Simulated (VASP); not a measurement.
**KBr: single point with PBE**

Crystal: KBr.

```xyz
2
Lattice="0.0000 3.3419 3.2431 3.3419 0.0000 3.2431 3.3419 3.3419 0.0000" Properties=species:S:1:pos:R:3 pbc="T T T"
K     0.0000    0.0000    0.0000
Br    3.3419    3.3419    3.2431
```

This cell differs from its parent crystal: strain +0.015 along x and y, -0.015 along z.

- Program: VASP 6.6.1
- Task: single point
- Functional: PBE
- Potentials or basis: VASP PAW PBE potentials, release 64 (K_sv, Br)
- Cutoff: 520 eV
- k mesh: 6 × 6 × 6
- Occupations: gaussian, width 0.05 eV
- Spin: no spin polarisation
- Dipole correction: no
- Further INCAR settings: ALGO = Normal; EDIFF = 1e-06; NBANDS = 15

```yaml
Pressure: 0.7 GPa
Band_gap_on_the_k_mesh: 4.40 eV, direct
```

Stress tensor (GPa, compression positive):
```
0.33 0.00 0.00
0.00 0.33 0.00
0.00 0.00 1.35
```

Levels at points of the mesh, in eV from the valence-band top:
```csv
k point,band 4,band 5,band 6,band 7,band 8,band 9,band 10,band 11,band 12,band 13
"(0.00, 0.00, 0.00)",-11.28,-11.28,-0.01,-0.01,0.00,4.40,7.53,7.53,7.72,8.34
"(0.50, 0.00, 0.00)",-11.29,-11.03,-1.17,-0.34,-0.34,6.56,8.19,9.73,9.74,9.92
"(0.50, 0.50, 0.00)",-11.32,-11.32,-0.79,-0.32,-0.32,5.84,7.19,9.39,9.56,9.65
"(0.50, 0.00, 0.50)",-11.32,-11.31,-0.83,-0.28,-0.27,5.88,7.15,9.33,9.40,9.64
```

Wall time 40 s on 1 thread of Intel(R) Xeon(R) Platinum 8488C (Sapphire Rapids), with other jobs on the host, peak memory 0.21 GiB.

Caveat: the cell differs from its parent crystal (strain +0.015 along x and y, -0.015 along z).
